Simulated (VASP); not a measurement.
# Ca (Immm) in VASP: notebook

Ca is run at these levels: PBEsol; tasks: single point.

Program: VASP 6.6.1. These are calculated values, not measurements. Logs are shortened: lines on timing, memory, paths and dates and some standing lists are left out, and cuts for length are marked.

## 1. The cell of the first run

The typed cell holds 2 atoms: a = 4.030 Å, b = 4.031 Å, c = 5.062 Å, α = 90.00°, β = 90.00°, γ = 90.00°.

## 2. Single point, PBEsol (biaxial strain in the a-b plane: +4.5 %, then relaxed in part)

Input file INCAR:

```
ALGO = Fast
EDIFF = 1E-6
ENCUT = 520
GGA = PS
ISIF = 2
ISMEAR = 0
LASPH = True
LCHARG = False
LREAL = False
LWAVE = False
NBANDS = 17
NELM = 100
PREC = Accurate
SIGMA = 0.1
```

Input file KPOINTS:

```
k-points
0
Gamma
  12 12 8
```

Input file POSCAR:

```
Ca
1.0
    4.0299743332      0.0000000000      0.0000000000
    0.0000000000      4.0311712455      0.0000000000
    0.0000000000      0.0000000000      5.0616981059
Ca
2
Direct
    0.0000000000      0.0000000000      0.5000000000
    0.5000000000      0.5000000000      0.0000000000
```

Potentials or basis: VASP PAW PBE potentials, release 64 (Ca_sv).

Command:

```
cat potpaw_PBE.64/Ca_sv/POTCAR > POTCAR
mpirun -np 1 vasp_std > vasp.out
```

OUTCAR:

```text
EDIFF = 1E-6
   ENCUT = 520
   GGA = PS
   ISIF = 2
   ISMEAR = 0
   LASPH = True
   LREAL = False
   NELM = 100
   PREC = Accurate

 ion  position               nearest neighbor table
   1  0.000  0.000  0.500-
   2  0.500  0.500  0.000-

  LATTYP: Found a simple orthorhombic cell.
 ALAT       =     4.0299743332
 B/A-ratio  =     1.0002970025
 C/A-ratio  =     1.2560124922

  Lattice vectors:

 A1 = (   4.0299743332,   0.0000000000,   0.0000000000)
 A2 = (   0.0000000000,   4.0311712455,   0.0000000000)
 A3 = (   0.0000000000,   0.0000000000,   5.0616981059)

Analysis of symmetry for initial positions (statically):
=====================================================================
 Subroutine PRICEL returns following result:

  LATTYP: Found a body centered orthorhombic cell.
 ALAT       =     4.0299743332
 B/A-ratio  =     1.0002970025
 C/A-ratio  =     1.2560124922

  Lattice vectors:

 A1 = (  -2.0149871666,  -2.0155856228,  -2.5308490530)
 A2 = (   2.0149871666,   2.0155856228,  -2.5308490529)
 A3 = (   2.0149871666,  -2.0155856227,   2.5308490530)

   2 primitive cells build up your supercell.

 Routine SETGRP: Setting up the symmetry group for a
 simple orthorhombic supercell.

 Subroutine GETGRP returns: Found  8 space group operations
 (whereof  8 operations were pure point group operations)
 out of a pool of  8 trial point group operations.

The static configuration has the point symmetry D_2h.

Analysis of symmetry for dynamics (positions and initial velocities):
=====================================================================
 Subroutine PRICEL returns following result:

  LATTYP: Found a body centered orthorhombic cell.
 ALAT       =     4.0299743332
 B/A-ratio  =     1.0002970025
 C/A-ratio  =     1.2560124922

  Lattice vectors:

 A1 = (  -2.0149871666,  -2.0155856228,  -2.5308490530)
 A2 = (   2.0149871666,   2.0155856228,  -2.5308490529)
 A3 = (   2.0149871666,  -2.0155856227,   2.5308490530)

   2 primitive cells build up your supercell.

 Routine SETGRP: Setting up the symmetry group for a
 simple orthorhombic supercell.

 Subroutine GETGRP returns: Found  8 space group operations
 (whereof  8 operations were pure point group operations)
 out of a pool of  8 trial point group operations.

The dynamic configuration has the point symmetry D_2h.

 Subroutine INISYM returns: Found  8 space group operations
 (whereof  8 operations are pure point group operations),
 and found     2 'primitive' translations

----------------------------------------------------------------------------------------

                                     Primitive cell

  volume of cell :      41.1150

  direct lattice vectors                    reciprocal lattice vectors
    -2.014987167 -2.015585623 -2.530849053     0.000000000 -0.248066862 -0.197562158
     2.014987167  2.015585623 -2.530849053     0.248140538  0.000000000 -0.197562158
     2.014987167 -2.015585623  2.530849053     0.248140538 -0.248066862  0.000000000

  length of vectors
     3.811555537  3.811555537  3.811555537     0.317124540  0.317182176  0.350871621

  position of ions in fractional coordinates (direct lattice)
     0.500000000  0.500000000  0.000000000

  ion indices of the primitive-cell ions
   primitive index   ion index
                 1           1

----------------------------------------------------------------------------------------

 KPOINTS: k-points

Automatic generation of k-mesh.
 Grid dimensions read from file:
 generate k-points for:   12   12    8

 Generating k-lattice:

  Cartesian coordinates                     Fractional coordinates (reciprocal lattice)
     0.020678378  0.000000000  0.000000000     0.083333333  0.000000000  0.000000000
     0.000000000  0.020672238  0.000000000     0.000000000  0.083333333  0.000000000
     0.000000000  0.000000000  0.024695270     0.000000000  0.000000000  0.125000000

  Length of vectors
     0.020678378  0.020672238  0.024695270

  Shift w.r.t. Gamma in fractional coordinates (k-lattice)
     0.000000000  0.000000000  0.000000000

 Subroutine IBZKPT returns following result:
 ===========================================

 Found    245 irreducible k-points:

 Following reciprocal coordinates:
            Coordinates               Weight
  0.000000  0.000000  0.000000      1.000000
  0.083333  0.000000  0.000000      2.000000
  0.166667  0.000000  0.000000      2.000000
  0.250000  0.000000  0.000000      2.000000
  0.333333  0.000000  0.000000      2.000000
  0.416667  0.000000  0.000000      2.000000
[... 16 lines left out ...]
  0.083333  0.250000  0.000000      4.000000
  0.166667  0.250000  0.000000      4.000000
 [... further k-points ...]
   k-points           NKPTS =    245   k-points in BZ     NKDIM =    245   number of bands    NBANDS=     17
   number of dos      NEDOS =    301   number of ions     NIONS =      2
   total plane-waves  NPLWV =  36000
   dimension x,y,z NGX =    30 NGY =   30 NGZ =   40
   dimension x,y,z NGXF=    60 NGYF=   60 NGZF=   80
   ions per type =               2
   NGX,Y,Z   is equivalent  to a cutoff of  12.38, 12.37, 13.14 a.u.
   NGXF,Y,Z  is equivalent  to a cutoff of  24.75, 24.74, 26.28 a.u.
 SYSTEM =  unknown system
   PREC   = accura    normal or accurate (medium, high low for compatibility)
   ISTART =      0    job   : 0-new  1-cont  2-samecut
   ICHARG =      2    charge: 1-file 2-atom 10-const
   ISPIN  =      1    spin polarized calculation?
   LNONCOLLINEAR =      F non collinear calculations
   LSORBIT =      F    spin-orbit coupling
   LASPH  =      T    aspherical Exc in radial PAW
   ENCUT  =  520.0 eV  38.22 Ry    6.18 a.u.   7.49  7.50  9.41*2*pi/ulx,y,z
   NELM   =    100;   NELMIN=  2; NELMDL= -5     # of ELM steps
   EDIFF  = 0.1E-05   stopping-criterion for ELM
   LREAL  =      F    real-space projection
   EDIFFG = 0.1E-04   stopping-criterion for IOM
   NSW    =      0    number of steps for IOM
   IBRION =     -1    ionic relax: 0-MD 1-quasi-New 2-CG
   NFREE  =      0    steps in history (QN), initial steepest desc. (CG)
   ISIF   =      2    stress and relaxation
   ISYM   =      2    0-nonsym 1-usesym 2-fastsym
   POTIM  = 0.5000    time-step for ionic-motion
   TEBEG  =    0.0;   TEEND  =   0.0 temperature during run
   PSTRESS=    0.0 pullay stress
   NELECT =      20.0000    total number of electrons
   NUPDOWN=      -1.0000    fix difference up-down
   EMIN   =  10.00;   EMAX   =-10.00  energy-range for DOS
   EFERMI =   0.00;   METHOD = LEGACY
   ISMEAR =     0;   SIGMA  =   0.10  broadening in eV -4-tet -1-fermi 0-gaus
   EFERMI_NEDOS =   21; number of points for ismear=-14 and -15
   IALGO  =     68    algorithm
   IMIX   =      4    mixing-type and parameters
     AMIX     =   0.40;   BMIX     =  1.00
     AMIX_MAG =   1.60;   BMIX_MAG =  1.00
  volume/ion in A,a.u.               =      41.11       277.46
  Fermi-wavevector in a.u.,A,eV,Ry     =   1.021900  1.931110 14.208276  1.044279
  Thomas-Fermi vector in A             =   2.155550
   LORBIT       =      0    0 simple, 1 ext, 2 COOP (PROOUT), +10 PAW based schemes
   GGA     = PS    functional components
   LHFCALC =     F    Hartree Fock is set to
   AEXX    =    0.0000 exact exchange contribution
   IVDW    =     0    specifies the selected vdW correction
   LEPSILON=     F    determine dielectric tensor
   LRPA    =     F    only Hartree local field effects (RPA)
 non-spin polarized calculation
 RMM-DIIS sequential band-by-band and
 Gauss-broadening in eV      SIGMA  =   0.10
  energy-cutoff  :      520.00
  volume of cell :       82.23
 maximum number of plane-waves:      2242
 NGX is ok and might be reduce to    30
   NGX = 15   NGY = 15   NGZ = 19

 number of electron      19.9999999 magnetization

 Free energy of the ion-electron system (eV)
  ---------------------------------------------------
  ext. energy  EPLUGINS =         0.00000000
  ---------------------------------------------------
  free energy    TOTEN  =        -4.26351907 eV

  energy without entropy =       -4.25022688  energy(sigma->0) =       -4.25687298

 E-fermi :   2.0018     XC(G=0):  -7.8931

 val. band max:        1.9957264509   @ k =   0.2500   0.0833   0.0000
 cond. band min:       2.0161194384   @ k =   0.2500   0.3333   0.2500
 fundamental gap:      0.0203929875
 Fermi energy:         2.0017782538

 k-point     1 :       0.0000    0.0000    0.0000
  band No.  band energies     occupation
      1     -39.7903      2.00000
      2     -39.7644      2.00000
      3     -20.9175      2.00000
      4     -20.8598      2.00000
      5     -20.8598      2.00000
      6     -20.7816      2.00000
[... 9 lines left out ...]
     16       5.0902      0.00000
     17       5.7083      0.00000

 k-point     2 :       0.0833    0.0000    0.0000
  band No.  band energies     occupation
      1     -39.7896      2.00000
      2     -39.7646      2.00000
      3     -20.9147      2.00000
      4     -20.8622      2.00000
      5     -20.8582      2.00000
      6     -20.7867      2.00000
[... 9 lines left out ...]
     16       5.0483      0.00000
     17       5.6943      0.00000

 k-point     3 :       0.1667    0.0000    0.0000
  band No.  band energies     occupation
      1     -39.7878      2.00000
      2     -39.7653      2.00000
      3     -20.9065      2.00000
      4     -20.8684      2.00000
      5     -20.8535      2.00000
      6     -20.8009      2.00000
[... 9 lines left out ...]
     16       4.9389      0.00000
     17       5.6265      0.00000

 k-point     4 :       0.2500    0.0000    0.0000
  band No.  band energies     occupation
      1     -39.7850      2.00000
      2     -39.7666      2.00000
      3     -20.8937      2.00000
      4     -20.8761      2.00000
      5     -20.8461      2.00000
      6     -20.8212      2.00000
[... 9 lines left out ...]
     16       4.8009      0.00000
     17       5.1717      0.00000
[... 343 lines left out ...]
      1     -39.7850      2.00000
      2     -39.7666      2.00000
      3     -20.8937      2.00000
      4     -20.8760      2.00000
      5     -20.8461      2.00000
      6     -20.8210      2.00000
[... 9 lines left out ...]
     16       4.8018      0.00000
     17       5.1720      0.00000

 k-point    23 :       0.0833    0.2500    0.0000
  band No.  band energies     occupation
      1     -39.7844      2.00000
      2     -39.7667      2.00000
      3     -20.8916      2.00000
      4     -20.8785      2.00000
      5     -20.8451      2.00000
      6     -20.8257      2.00000
[... 9 lines left out ...]
     16       4.8725      0.00000
     17       4.9482      0.00000

 k-point    24 :       0.1667    0.2500    0.0000
  band No.  band energies     occupation
      1     -39.7830      2.00000
      2     -39.7671      2.00000
      3     -20.8855      2.00000
      4     -20.8853      2.00000
      5     -20.8418      2.00000
      6     -20.8385      2.00000
[... 9 lines left out ...]
     16       4.7741      0.00000
     17       5.0101      0.00000

 [... further k-points ...]

------------------------ aborting loop because EDIFF is reached ----------------------------------------

  FORCE on cell =-STRESS in cart. coord.  units (eV):
  Direction    XX          YY          ZZ          XY          YZ          ZX
  --------------------------------------------------------------------------------------
  -------------------------------------------------------------------------------------
  Total       -0.2091172     -0.2122940     -0.0176778      0.0000000      0.0000000      0.0000000
  in kB       -4.0744644     -4.1363626     -0.3444368      0.0000000      0.0000000      0.0000000
  external PRESSURE =      -2.8517546 kB  Pullay stress =       0.0000000 kB

 VOLUME and BASIS-vectors are now :
 -----------------------------------------------------------------------------
  energy-cutoff  :      520.00
  volume of cell :       82.23
      direct lattice vectors                 reciprocal lattice vectors
     4.029974333  0.000000000  0.000000000     0.248140538  0.000000000  0.000000000
     0.000000000  4.031171246  0.000000000     0.000000000  0.248066862  0.000000000
     0.000000000  0.000000000  5.061698106     0.000000000  0.000000000  0.197562158

 POSITION                                       TOTAL-FORCE (eV/Angst)
 -----------------------------------------------------------------------------------
      0.00000      0.00000      2.53085         0.000000     -0.000000      0.000000
      2.01499      2.01559      0.00000        -0.000000      0.000000     -0.000000
 -----------------------------------------------------------------------------------
    total drift:                                0.000000      0.000000     -0.000000

  FREE ENERGIE OF THE ION-ELECTRON SYSTEM (eV)
  ---------------------------------------------------
  free  energy   TOTEN  =        -4.2635190727 eV

  energy  without entropy=       -4.2502268828  energy(sigma->0) =       -4.25687298
```

Run time: 3 min. Hardware: 1 thread of Intel Xeon 6975P-C (Granite Rapids), shared host; peak memory 0.4 GiB.

Results:

```
Free energy            : -4.2635 eV
Pressure               : -0.3 GPa
Band gap on the k mesh : zero (bands 10 and 11 overlap by 0.36 eV)
```

Stress tensor (GPa, compression positive):
```
-0.41  0.00  0.00
 0.00 -0.41  0.00
 0.00  0.00 -0.03
```

Caveat: the cell differs from its parent crystal (biaxial strain in the a-b plane: +4.5 %, then relaxed in part); the PAW data sets were made with another functional, which shifts forces and pressure a little.

[end of part 1 of 2]
